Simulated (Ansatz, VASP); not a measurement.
## One calculation of IrAu3, two programs

File INCAR:

```
SYSTEM = IrAu3
PREC = Accurate ; ENCUT = 520
EDIFF = 1E-6 ; ISMEAR = 0
SIGMA = 0.1 ; LREAL = .False.
LASPH = .True. ; NELM = 150
ALGO = Fast ; ISIF = 2
LWAVE = .False. ; LCHARG = .False.
ISPIN = 2 ; MAGMOM = 1 0 0 0
LORBIT = 11 ; LMAXMIX = 4
GGA = PE ; NBANDS = 33
```

The input KPOINTS:

```
regular mesh
0
Gamma
  4 4 4
  0 0 0
```

POSCAR

```
IrAu3
1.0
    0.0000000000      3.2453176651      3.2453176651
    3.2453176651      0.0000000000      3.2453176651
    3.2453176651      3.2453176651      0.0000000000
Ir Au
1 3
Direct
    0.0000000000      0.0000000000      0.0000000000
    0.7500000000      0.7500000000      0.7500000000
    0.5000000000      0.5000000000      0.5000000000
    0.2500000000      0.2500000000      0.2500000000
```

Input for Ansatz:

```yaml
crystal:
  lattice:
    - [0.0, 3.2453176651, 3.2453176651]
    - [3.2453176651, 0.0, 3.2453176651]
    - [3.2453176651, 3.2453176651, 0.0]
  atoms:
    - { symbol: Ir, position: [0.0, 0.0, 0.0], spin: 1.0 }
    - { symbol: Au, position: [0.75, 0.75, 0.75] }
    - { symbol: Au, position: [0.5, 0.5, 0.5] }
    - { symbol: Au, position: [0.25, 0.25, 0.25] }
basis:
  ecutwfc: 420
kpoints:
  mp_grid: { grid: [4, 4, 4] }
hamiltonian:
  xc: pbe
scf:
  occupations: { method: gaussian, width: 0.1 }
  lower_state_search: "off"
output:
  forces: true
  stress: true
  eigenvalues: true
  populations: true
magnetization:
  spin_polarized: true
```

Alike in both runs: task single point; functional PBE; k mesh 4 × 4 × 4; occupations gaussian, width 0.1 eV; collinear spin.

|  | VASP | Ansatz |
| --- | --- | --- |
| version | VASP 6.6.1 | Ansatz 0.2.0 |
| potentials or method | VASP PAW PBE potentials, release 64 (Ir, Au), cutoff 520 eV | scalar-relativistic, plane waves, PAW |
| valence electrons in the cell | 42 | 74 |

```tsv
	VASP	Ansatz	Ansatz less VASP
gap on the k mesh at the Fermi level (eV)	none	none	-
pressure (GPa)	-0.4	-0.3	+0.06
net moment per atom (μB)	0.00	0.00	-0.001
```

A gap of «none» marks a metal or a gap that the smearing closes. VASP's potentials hold 42 valence electrons a cell and Ansatz's 74, so a difference there can come from the potentials and not from the codes. Ansatz's warnings: seeded moment not kept.

The k mesh is coarse, so the values compare programs but aren't converged. Neither program's run includes spin-orbit coupling.
